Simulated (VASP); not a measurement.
Set up this calculation in VASP 6.6.1, as the native input.

```
Task                               : single point
Functional                         : HSE06
Potentials or basis                : VASP PAW PBE potentials, release 64 (Si, C)
Cutoff                             : 520 eV
k mesh                             : 6 × 6 × 6
Occupations                        : gaussian, width 0.02 eV
Spin                               : no spin polarisation
Dipole correction                  : no
Grid for exact exchange (PRECFOCK) : Normal
Further INCAR settings             : ALGO = Normal; EDIFF = 1e-07; NBANDS = 11
Share of exact exchange            : 0.25
Screening parameter                : 0.2079 1/Å
```

SiC:

```xyz
2
Lattice="0.0000 2.2173 2.2173 2.2173 0.0000 2.2173 2.2173 2.2173 0.0000" Properties=species:S:1:pos:R:3 pbc="T T T"
Si    0.0000    0.0000    0.0000
C     1.1087    1.1087    1.1087
```

These files were run (other wordings do the same):

POSCAR

```
SiC
1.0
    0.0000000000      2.2173121158      2.2173121158
    2.2173121158      0.0000000000      2.2173121158
    2.2173121158      2.2173121158      0.0000000000
Si C
1 1
Direct
    0.0000000000      0.0000000000      0.0000000000
    0.2500000000      0.2500000000      0.2500000000
```

INCAR.step1

```
SYSTEM = SiC
  PREC = Accurate
  ENCUT = 520
  EDIFF = 1E-5
  ISMEAR = 0
  SIGMA = 0.02
  LREAL = .False.
  LASPH = .True.
  NELM = 80
  ALGO = Normal
  ISIF = 2
  LWAVE = .True.
  LCHARG = .False.
  NBANDS = 11
  GGA = PE
```

INCAR.step2

```
SYSTEM = SiC
  PREC = Accurate
  ENCUT = 520
  EDIFF = 1E-7
  ISMEAR = 0
  SIGMA = 0.02
  LREAL = .False.
  LASPH = .True.
  NELM = 80
  ALGO = Normal
  ISIF = 2
  LWAVE = .False.
  LCHARG = .False.
  GGA = PE
  LHFCALC = .True.
  HFSCREEN = 0.2079
  PRECFOCK = Normal
  NBANDS = 11
  ISTART = 1
```

KPOINTS

```
regular mesh
0
Gamma
  6 6 6
  0 0 0
```

Potentials or basis: VASP PAW PBE potentials, release 64 (Si, C).

The run is started by

```bash
$ cat potpaw_PBE.64/Si/POTCAR potpaw_PBE.64/C/POTCAR > POTCAR
$ cp INCAR.step1 INCAR
$ mpirun -np 1 vasp_std > vasp.out
$ cp INCAR.step2 INCAR
$ mpirun -np 1 vasp_std > vasp.out
```

Results of the run:

```
Pressure               : -12.4 GPa
Band gap on the k mesh : 2.26 eV (least direct gap 5.65 eV)
```

Caveat: the cell stands under tension; the PAW data sets were made with another functional, which shifts forces and pressure a little.

Run time: 7.9 min on 1 thread of AMD EPYC 7R43 64-Core Processor (Zen 3) (shared host), peak memory 0.2 GiB.
